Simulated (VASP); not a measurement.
Na, 4 atoms in the cell. The structure is hexagonal, space group P6_3/mmc (No. 194). The conventional cell has a = 3.607 Å, b = 3.607 Å, c = 11.781 Å, α = 90.00°, β = 90.00°, γ = 120.00°. Within 4.7 Å of Na (site symmetry -3m) lie 12 Na at 3.61 Å. Within 4.7 Å of Na (site symmetry -6m2) lie 12 Na at 3.61 Å.  This cell differs from its parent crystal: volume scaled by 0.88.

```yaml
Program: VASP 6.6.1
Task: single point
Functional: r2SCAN
Potentials_or_basis: VASP PAW PBE potentials, release 64 (Na_pv)
Cutoff: 520 eV
k_mesh: 11 × 11 × 3
Occupations: fermi-dirac, width 0.1 eV
Spin: no spin polarisation
Dipole_correction: no
Further_INCAR_settings: ALGO = Normal; EDIFF = 1e-06; NBANDS = 22
```

Potentials or basis: VASP PAW PBE potentials, release 64 (Na_pv).

Launch:

```console
$ cat potpaw_PBE.64/Na_pv/POTCAR > POTCAR
$ cp INCAR.step1 INCAR
$ mpirun -np 1 vasp_std > vasp.out
$ cp INCAR.step2 INCAR
$ mpirun -np 1 vasp_std > vasp.out
```

Hardware: 1 thread of Oxide Virtual Turin-like Processor (shared host).

**Question.** Estimate the wall time of this run.

**Answer.** Run time: 5.7 min on 1 thread of Oxide Virtual Turin-like Processor, with other jobs on the host, peak memory 0.25 GiB. Counts: k points 32.
